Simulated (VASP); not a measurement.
Hf, 1 atom in the cell. It takes space group Im-3m (No. 229, cubic). The conventional cell has a = 3.610 Å, b = 3.610 Å, c = 3.610 Å, α = 90.00°, β = 90.00°, γ = 90.00°. Hf (site symmetry m-3m) has 14 Hf at 3.13 to 3.61 Å within 4.1 Å. 

* Program: VASP 6.6.1
* Task: single point
* Functional: PBE
* Potentials or basis: VASP PAW PBE potentials, release 64 (Hf_pv)
* Cutoff: 520 eV
* k mesh: 16 × 16 × 16
* Occupations: fermi-dirac, width 0.08 eV
* Spin: non-collinear spin, zero start, spin-orbit coupling
* Starting moments: [[0.0, 0.0, 0.0]] μB
* Dipole correction: no
* Further INCAR settings: ALGO = Normal; EDIFF = 1e-06; NBANDS = 21

Potentials or basis: VASP PAW PBE potentials, release 64 (Hf_pv).

Run with:

```bash
$ cat potpaw_PBE.64/Hf_pv/POTCAR > POTCAR
$ mpirun -np 1 vasp_ncl > vasp.out
```

Hardware: 1 thread of Intel Xeon 6975P-C, with other jobs on the host.

Q: Estimate the wall time of this run.

A: Wall time 99 s on 1 thread of Intel Xeon 6975P-C, with other jobs on the host, peak memory 0.27 GiB. Counts: scf iterations 13, k points 145.
